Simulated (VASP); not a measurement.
# Ca (P6/mmm) in VASP: further runs

The runs below take Ca through single point, relaxation of cell and atoms, with PBE.

Everything below comes from runs of VASP 6.6.1. Logs are shortened: lines on timing, memory, paths and dates and some standing lists are left out, and cuts for length are marked.

## 1. The cell of the first run

The structure is hexagonal, space group P6/mmm (No. 191). Conventional cell: a = 3.791 Å, b = 3.791 Å, c = 3.542 Å, α = 90.00°, β = 90.00°, γ = 120.00°. Ca (site symmetry 6/mmm) has 8 Ca at 3.54 to 3.79 Å within 4.7 Å.

This isn't the form of Ca at room conditions, which is fcc.

## 2. Single point, PBE

INCAR

```
PREC = Accurate
ENCUT = 520
EDIFF = 1E-6
ISMEAR = 0
SIGMA = 0.1
LREAL = False
LASPH = True
NELM = 80
ALGO = Fast
ISIF = 2
LWAVE = False
LCHARG = True
GGA = PE
LELF = True
LVHAR = True
NBANDS = 11
```

KPOINTS

```
regular mesh
0
Gamma
  6 6 6
```

POSCAR

```
Ca
1.0
    3.7905385436      0.0000000000      0.0000000000
   -1.8952692718      3.2827026728      0.0000000000
    0.0000000000      0.0000000000      3.5417844517
Ca
1
Direct
    0.0000000000      0.0000000000      0.0000000000
```

Potentials or basis: VASP PAW PBE potentials, release 64 (Ca_sv).

On the command line:

```console
$ cat potpaw_PBE.64/Ca_sv/POTCAR > POTCAR
$ mpirun -np 1 vasp_std > vasp.out
```

OUTCAR:

```text
PREC = Accurate
   ENCUT = 520
   EDIFF = 1E-6
   ISMEAR = 0
   LREAL = False
   LASPH = True
   NELM = 80
   ISIF = 2
   GGA = PE

 ion  position               nearest neighbor table
   1  0.000  0.000  0.000-

  LATTYP: Found a hexagonal cell.
 ALAT       =     3.7905385436
 C/A-ratio  =     0.9343750000

  Lattice vectors:

 A1 = (   3.7905385436,   0.0000000000,   0.0000000000)
 A2 = (  -1.8952692718,   3.2827026728,   0.0000000000)
 A3 = (   0.0000000000,   0.0000000000,   3.5417844517)

Analysis of symmetry for initial positions (statically):
=====================================================================
 Subroutine PRICEL returns:
 Original cell was already a primitive cell.

 Routine SETGRP: Setting up the symmetry group for a
 hexagonal supercell.

 Subroutine GETGRP returns: Found 24 space group operations
 (whereof 24 operations were pure point group operations)
 out of a pool of 24 trial point group operations.

The static configuration has the point symmetry D_6h.

Analysis of symmetry for dynamics (positions and initial velocities):
=====================================================================
 Subroutine PRICEL returns:
 Original cell was already a primitive cell.

 Routine SETGRP: Setting up the symmetry group for a
 hexagonal supercell.

 Subroutine GETGRP returns: Found 24 space group operations
 (whereof 24 operations were pure point group operations)
 out of a pool of 24 trial point group operations.

The dynamic configuration has the point symmetry D_6h.

 Subroutine INISYM returns: Found 24 space group operations
 (whereof 24 operations are pure point group operations),
 and found     1 'primitive' translations

----------------------------------------------------------------------------------------

                                     Primitive cell

  volume of cell :      44.0712

  direct lattice vectors                    reciprocal lattice vectors
     3.790538544  0.000000000  0.000000000     0.263814756  0.152313520  0.000000000
    -1.895269272  3.282702673  0.000000000     0.000000000  0.304627040  0.000000000
     0.000000000  0.000000000  3.541784452     0.000000000  0.000000000  0.282343551

  length of vectors
     3.790538544  3.790538544  3.541784452     0.304627040  0.304627040  0.282343551

  position of ions in fractional coordinates (direct lattice)
     0.000000000  0.000000000  0.000000000

  ion indices of the primitive-cell ions
   primitive index   ion index
                 1           1

----------------------------------------------------------------------------------------

 KPOINTS: regular mesh

Automatic generation of k-mesh.
 Grid dimensions read from file:
 generate k-points for:    6    6    6

 Generating k-lattice:

  Cartesian coordinates                     Fractional coordinates (reciprocal lattice)
     0.043969126  0.025385587  0.000000000     0.166666667  0.000000000  0.000000000
     0.000000000  0.050771173  0.000000000     0.000000000  0.166666667  0.000000000
     0.000000000  0.000000000  0.047057259     0.000000000  0.000000000  0.166666667

  Length of vectors
     0.050771173  0.050771173  0.047057259

  Shift w.r.t. Gamma in fractional coordinates (k-lattice)
     0.000000000  0.000000000  0.000000000

 Subroutine IBZKPT returns following result:
 ===========================================

 Found     28 irreducible k-points:

 Following reciprocal coordinates:
            Coordinates               Weight
  0.000000  0.000000  0.000000      1.000000
  0.166667 -0.000000  0.000000      6.000000
  0.333333  0.000000  0.000000      6.000000
  0.500000 -0.000000  0.000000      3.000000
  0.166667  0.166667  0.000000      6.000000
  0.333333  0.166667  0.000000     12.000000
[... 16 lines left out ...]
  0.166667 -0.000000  0.500000      6.000000
  0.333333  0.000000  0.500000      6.000000
 [... further k-points ...]
   k-points           NKPTS =     28   k-points in BZ     NKDIM =     28   number of bands    NBANDS=     11
   number of dos      NEDOS =    301   number of ions     NIONS =      1
   total plane-waves  NPLWV =  21952
   dimension x,y,z NGX =    28 NGY =   28 NGZ =   28
   dimension x,y,z NGXF=    56 NGYF=   56 NGZF=   56
   ions per type =               1
   NGX,Y,Z   is equivalent  to a cutoff of  12.28, 12.28, 13.14 a.u.
   NGXF,Y,Z  is equivalent  to a cutoff of  24.56, 24.56, 26.29 a.u.
 SYSTEM =  unknown system
   PREC   = accura    normal or accurate (medium, high low for compatibility)
   ISTART =      0    job   : 0-new  1-cont  2-samecut
   ICHARG =      2    charge: 1-file 2-atom 10-const
   ISPIN  =      1    spin polarized calculation?
   LNONCOLLINEAR =      F non collinear calculations
   LSORBIT =      F    spin-orbit coupling
   LASPH  =      T    aspherical Exc in radial PAW
   ENCUT  =  520.0 eV  38.22 Ry    6.18 a.u.   7.05  7.05  6.59*2*pi/ulx,y,z
   NELM   =     80;   NELMIN=  2; NELMDL= -5     # of ELM steps
   EDIFF  = 0.1E-05   stopping-criterion for ELM
   LREAL  =      F    real-space projection
   EDIFFG = 0.1E-04   stopping-criterion for IOM
   NSW    =      0    number of steps for IOM
   IBRION =     -1    ionic relax: 0-MD 1-quasi-New 2-CG
   NFREE  =      0    steps in history (QN), initial steepest desc. (CG)
   ISIF   =      2    stress and relaxation
   ISYM   =      2    0-nonsym 1-usesym 2-fastsym
   POTIM  = 0.5000    time-step for ionic-motion
   TEBEG  =    0.0;   TEEND  =   0.0 temperature during run
   PSTRESS=    0.0 pullay stress
   NELECT =      10.0000    total number of electrons
   NUPDOWN=      -1.0000    fix difference up-down
   EMIN   =  10.00;   EMAX   =-10.00  energy-range for DOS
   EFERMI =   0.00;   METHOD = LEGACY
   ISMEAR =     0;   SIGMA  =   0.10  broadening in eV -4-tet -1-fermi 0-gaus
   EFERMI_NEDOS =   21; number of points for ismear=-14 and -15
   IALGO  =     68    algorithm
   IMIX   =      4    mixing-type and parameters
     AMIX     =   0.40;   BMIX     =  1.00
     AMIX_MAG =   1.60;   BMIX_MAG =  1.00
  volume/ion in A,a.u.               =      44.07       297.41
  Fermi-wavevector in a.u.,A,eV,Ry     =   0.998520  1.886929 13.565574  0.997042
  Thomas-Fermi vector in A             =   2.130749
   LORBIT       =      0    0 simple, 1 ext, 2 COOP (PROOUT), +10 PAW based schemes
   GGA     = PE    functional components
   LHFCALC =     F    Hartree Fock is set to
   AEXX    =    0.0000 exact exchange contribution
   IVDW    =     0    specifies the selected vdW correction
   LEPSILON=     F    determine dielectric tensor
   LRPA    =     F    only Hartree local field effects (RPA)
 non-spin polarized calculation
 RMM-DIIS sequential band-by-band and
 Gauss-broadening in eV      SIGMA  =   0.10
  energy-cutoff  :      520.00
  volume of cell :       44.07
 maximum number of plane-waves:      1208
   NGX = 15   NGY = 15   NGZ = 13

 number of electron      10.0000000 magnetization

 number of electron       9.9999999 magnetization

 Free energy of the ion-electron system (eV)
  ---------------------------------------------------
  ext. energy  EPLUGINS =         0.00000000
  ---------------------------------------------------
  free energy    TOTEN  =        -1.71168172 eV

  energy without entropy =       -1.70564386  energy(sigma->0) =       -1.70866279

 E-fermi :   1.7324     XC(G=0):  -7.5918

 val. band max:        1.6065348941   @ k =   0.5000  -0.0000   0.5000
 cond. band min:       1.7432838078   @ k =   0.3333   0.1667   0.5000
 fundamental gap:      0.1367489137
 Fermi energy:         1.7323815354

 k-point     1 :       0.0000    0.0000    0.0000
  band No.  band energies     occupation
      1     -40.4720      2.00000
      2     -21.3881      2.00000
      3     -21.3881      2.00000
      4     -21.3599      2.00000
      5      -2.1289      2.00000
      6       2.6672      0.00000
      7       3.9724      0.00000
      8       3.9724      0.00000
      9       5.7760      0.00000
     10       5.7760      0.00000
     11      10.0636      0.00000

 k-point     2 :       0.1667   -0.0000    0.0000
  band No.  band energies     occupation
      1     -40.4686      2.00000
      2     -21.4245      2.00000
      3     -21.3967      2.00000
      4     -21.3562      2.00000
      5      -1.6870      2.00000
      6       2.7927      0.00000
      7       3.4646      0.00000
      8       4.3031      0.00000
      9       5.4252      0.00000
     10       5.7225      0.00000
     11       9.9185      0.00000

 k-point     3 :       0.3333    0.0000    0.0000
  band No.  band energies     occupation
      1     -40.4618      2.00000
      2     -21.4964      2.00000
      3     -21.4138      2.00000
      4     -21.3487      2.00000
      5      -0.4847      2.00000
      6       2.5036      0.00000
      7       2.9304      0.00000
      8       4.9033      0.00000
      9       5.1636      0.00000
     10       5.6184      0.00000
     11       7.5683      0.00000

 k-point     4 :       0.5000   -0.0000    0.0000
  band No.  band energies     occupation
      1     -40.4584      2.00000
      2     -21.5319      2.00000
      3     -21.4224      2.00000
      4     -21.3449      2.00000
      5       0.7943      2.00000
      6       1.5289      1.99599
      7       2.8455      0.00000
      8       4.6933      0.00000
      9       5.5677      0.00000
     10       5.8363      0.00000
     11       6.7229      0.00000
[... 239 lines left out ...]
 k-point    22 :       0.0000    0.0000    0.5000
  band No.  band energies     occupation
      1     -40.4559      2.00000
      2     -21.5501      2.00000
      3     -21.3717      2.00000
      4     -21.3717      2.00000
      5       0.4353      2.00000
      6       1.2026      2.00000
      7       4.3285      0.00000
      8       4.3285      0.00000
      9       4.6800      0.00000
     10       4.6800      0.00000
     11       6.9219      0.00000

 k-point    23 :       0.1667   -0.0000    0.5000
  band No.  band energies     occupation
      1     -40.4526      2.00000
      2     -21.5443      2.00000
      3     -21.4062      2.00000
      4     -21.3799      2.00000
      5       0.9187      2.00000
      6       1.2758      2.00000
      7       4.0047      0.00000
      8       4.5367      0.00000
      9       4.6474      0.00000
     10       4.7335      0.00000
     11       6.9138      0.00000

 k-point    24 :       0.3333    0.0000    0.5000
  band No.  band energies     occupation
      1     -40.4460      2.00000
      2     -21.5324      2.00000
      3     -21.4745      2.00000
      4     -21.3963      2.00000
      5       1.4721      1.99977
      6       2.0336      0.00002
      7       3.6979      0.00000
      8       4.2731      0.00000
      9       4.7154      0.00000
     10       5.4258      0.00000
     11       6.7725      0.00000

 [... further k-points ...]

------------------------ aborting loop because EDIFF is reached ----------------------------------------

  FORCE on cell =-STRESS in cart. coord.  units (eV):
  Direction    XX          YY          ZZ          XY          YZ          ZX
  --------------------------------------------------------------------------------------
  -------------------------------------------------------------------------------------
  Total       -0.1438731     -0.1438731     -0.1300167      0.0000000      0.0000000      0.0000000
  in kB       -5.2304080     -5.2304080     -4.7266688      0.0000000      0.0000000      0.0000000
  external PRESSURE =      -5.0624949 kB  Pullay stress =       0.0000000 kB

 VOLUME and BASIS-vectors are now :
 -----------------------------------------------------------------------------
  energy-cutoff  :      520.00
  volume of cell :       44.07
      direct lattice vectors                 reciprocal lattice vectors
     3.790538544  0.000000000  0.000000000     0.263814756  0.152313520  0.000000000
    -1.895269272  3.282702673  0.000000000     0.000000000  0.304627040  0.000000000
     0.000000000  0.000000000  3.541784452     0.000000000  0.000000000  0.282343551

 POSITION                                       TOTAL-FORCE (eV/Angst)
 -----------------------------------------------------------------------------------
      0.00000      0.00000      0.00000         0.000000      0.000000      0.000000
 -----------------------------------------------------------------------------------
    total drift:                               -0.000000     -0.000000     -0.000000

  FREE ENERGIE OF THE ION-ELECTRON SYSTEM (eV)
  ---------------------------------------------------
  free  energy   TOTEN  =        -1.7116817213 eV

  energy  without entropy=       -1.7056438555  energy(sigma->0) =       -1.70866279
```

Run time: 17 s. Hardware: 1 thread of Intel Xeon 8259CL, shared host; peak memory 0.15 GiB.

Results:

```yaml
Free_energy: -1.7117 eV
Pressure: -0.5 GPa
Band_gap_on_the_k_mesh: zero (bands 5 and 6 overlap by 1.22 eV)
```

## 3. Single point, PBE

This run uses another cell than the first one, of 42.77 Å³/atom.

INCAR

```
SYSTEM = Ca
ALGO     = Fast           ! electronic algorithm
EDIFF    = 1E-6           ! SCF threshold, eV
ENCUT    = 520            ! plane-wave cutoff, eV
GGA      = PE             ! functional
ISIF     = 2              ! what is computed and relaxed
ISMEAR   = 0              ! smearing method
LASPH    = .True.         ! aspherical terms in the spheres
LCHARG   = .True.         ! write CHGCAR
LELF     = .True.         ! ELF
LREAL    = .False.        ! projectors in reciprocal space
LVHAR    = .True.       
LWAVE    = .False.        ! write WAVECAR
NBANDS   = 11             ! bands
NELM     = 60             ! most SCF steps
PREC     = Accurate       ! precision mode
SIGMA    = 0.1            ! smearing width, eV
```

KPOINTS

```
k-points
0
Gamma
  18 18 16
  0 0 0
```

POSCAR

```
Ca
1.0
    3.7555722276      0.0000000000      0.0000000000
   -1.8777861138      3.2524209548      0.0000000000
    0.0000000000      0.0000000000      3.5012243598
Ca
1
Direct
    0.0000000000      0.0000000000      0.0000000000
```

Potentials or basis: VASP PAW PBE potentials, release 64 (Ca_sv).

On the command line:

```console
$ cat potpaw_PBE.64/Ca_sv/POTCAR > POTCAR
$ mpirun -np 1 vasp_std > vasp.out
```

OUTCAR:

```text
SYSTEM = Ca
   EDIFF = 1E-6
   ENCUT = 520
   GGA = PE
   ISIF = 2
   ISMEAR = 0
   LASPH = .True.
   LREAL = .False.
   NELM = 60
   PREC = Accurate

 ion  position               nearest neighbor table
   1  0.000  0.000  0.000-

  LATTYP: Found a hexagonal cell.
 ALAT       =     3.7555722276
 C/A-ratio  =     0.9322745370

  Lattice vectors:

 A1 = (   3.7555722276,   0.0000000000,   0.0000000000)
[... 517 lines left out ...]
     10       6.0394      0.00000
     11       6.9528      0.00000

 [... further k-points ...]

------------------------ aborting loop because EDIFF is reached ----------------------------------------

  FORCE on cell =-STRESS in cart. coord.  units (eV):
  Direction    XX          YY          ZZ          XY          YZ          ZX
  --------------------------------------------------------------------------------------
  -------------------------------------------------------------------------------------
  Total        0.0002056      0.0002056      0.0032090      0.0000000     -0.0000000      0.0000000
  in kB        0.0077026      0.0077026      0.1202196      0.0000000     -0.0000000      0.0000000
  external PRESSURE =       0.0452083 kB  Pullay stress =       0.0000000 kB

 VOLUME and BASIS-vectors are now :
 -----------------------------------------------------------------------------
  energy-cutoff  :      520.00
  volume of cell :       42.77
      direct lattice vectors                 reciprocal lattice vectors
     3.755572228  0.000000000  0.000000000     0.266271007  0.153731638  0.000000000
    -1.877786114  3.252420955  0.000000000     0.000000000  0.307463275  0.000000000
     0.000000000  0.000000000  3.501224360     0.000000000  0.000000000  0.285614373

 POSITION                                       TOTAL-FORCE (eV/Angst)
 -----------------------------------------------------------------------------------
      0.00000      0.00000      0.00000        -0.000000      0.000000      0.000000
 -----------------------------------------------------------------------------------
    total drift:                               -0.000000     -0.000000     -0.000000

  FREE ENERGIE OF THE ION-ELECTRON SYSTEM (eV)
  ---------------------------------------------------
  free  energy   TOTEN  =        -1.7030788161 eV

  energy  without entropy=       -1.6961837105  energy(sigma->0) =       -1.69963126
```

Wall time 3.1 min (1 thread of Intel Xeon 8259CL, shared host); peak memory 0.28 GiB.

What came out:

```yaml
Free_energy: -1.7031 eV
Pressure: 0.0 GPa
Band_gap_on_the_k_mesh: zero (bands 5 and 6 overlap by 1.19 eV)
```

## 4. Relaxation of cell and atoms, PBE

INCAR

```
PREC     = Accurate       # precision mode
ENCUT    = 600            # plane-wave cutoff, eV
EDIFF    = 1E-6           # SCF threshold, eV
ISMEAR   = 0              # smearing method
SIGMA    = 0.1            # smearing width, eV
LREAL    = False          # projectors in reciprocal space
LASPH    = True           # aspherical terms in the spheres
NELM     = 80             # most SCF steps
ALGO     = Fast           # electronic algorithm
ISIF     = 3              # what is computed and relaxed
LWAVE    = False          # write WAVECAR
LCHARG   = False          # write CHGCAR
GGA      = PE             # functional
IBRION   = 2              # ionic algorithm
NSW      = 100            # ionic steps
EDIFFG   = -0.01          # ionic threshold
```

KPOINTS

```
regular mesh
0
Gamma
  18 18 16
```

POSCAR

```
Ca
1.0
    3.7905385436      0.0000000000      0.0000000000
   -1.8952692718      3.2827026728      0.0000000000
    0.0000000000      0.0000000000      3.5417844517
Ca
1
Direct
    0.0000000000      0.0000000000      0.0000000000
```

On the command line:

```console
$ cat potpaw_PBE.64/Ca_sv/POTCAR > POTCAR
$ mpirun -np 1 vasp_std > vasp.out
```

Run time: 13 min. Hardware: 1 thread of Intel Xeon 8259CL, shared host; peak memory 0.31 GiB.

The run converged. Its results:

```
Free energy                           : -1.7031 eV
Relaxed volume                        : 42.90 Å³/atom
Relaxed cell                          : a = 3.758 Å, b = 3.758 Å, c = 3.507 Å, α = 90.00°, β = 90.00°, γ = 120.00°
Space group after relaxing (to 0.1 Å) : P6/mmm (No. 191)
Energy gained by relaxing             : 1.3 meV/atom
Ionic steps                           : 4
Pressure after relaxing               : 0.0 GPa
Band gap on the k mesh                : zero (bands 5 and 6 overlap by 1.20 eV)
```

The path:
```
step  energy change (eV)  largest force (eV/Å)  pressure (GPa)  volume (Å³)
   1              0.0000                0.0000           -0.36        44.07
   2             -0.0010                0.0000           -0.16        43.44
   3             -0.0012                0.0000           -0.01        42.96
   4             -0.0013                0.0000           -0.01        42.90
```

Final structure:
```xyz
1
Lattice="3.7584 0.0000 0.0000 -1.8792 3.2548 0.0000 0.0000 0.0000 3.5072" Properties=species:S:1:pos:R:3 pbc="T T T"
Ca    3.7584    0.0000    0.0000
```

Levels at points of the mesh, in eV from the Fermi level:
| k point | band 1 | band 2 | band 3 | band 4 | band 5 | band 6 | band 7 | band 8 | band 9 |
| --- | --- | --- | --- | --- | --- | --- | --- | --- | --- |
| (0.00, 0.00, 0.00) | -42.12 | -23.03 | -23.03 | -23.01 | -3.89 | 0.95 | 2.30 | 2.30 | 4.16 |
| (0.50, 0.00, 0.00) | -42.11 | -23.19 | -23.07 | -23.00 | -0.93 | -0.17 | 1.14 | 3.04 | 3.95 |
| (0.00, 0.00, 0.50) | -42.10 | -23.22 | -23.01 | -23.01 | -1.26 | -0.51 | 2.67 | 2.67 | 3.02 |
| (0.50, 0.00, 0.50) | -42.09 | -23.20 | -23.16 | -23.05 | -0.15 | 0.74 | 2.47 | 2.69 | 2.97 |

## 5. The runs side by side

| task | cell | k mesh | cutoff (eV) | gap on the mesh (eV) | pressure (GPa) |
| --- | --- | --- | --- | --- | --- |
| single point | a = 3.791, b = 3.791, c = 3.542 Å, angles 90.0, 90.0, 120.0°, 1 atom | 6 × 6 × 6 | 520 | none | -0.5 |
| single point | a = 3.756, b = 3.756, c = 3.501 Å, angles 90.0, 90.0, 120.0°, 1 atom | 18 × 18 × 16 | 520 | none | 0.0 |
| relaxation of cell and atoms | relaxed from a = 3.791, b = 3.791, c = 3.542 Å, angles 90.0, 90.0, 120.0°, 1 atom | 18 × 18 × 16 | 600 | none | 0.0 |

Alike in all rows: level PBE; potentials or basis VASP PAW PBE potentials, release 64 (Ca_sv); no spin polarisation; smearing gaussian 0.1 eV.

Total energies depend on the potentials used, so only differences within one code and one set of settings carry meaning.
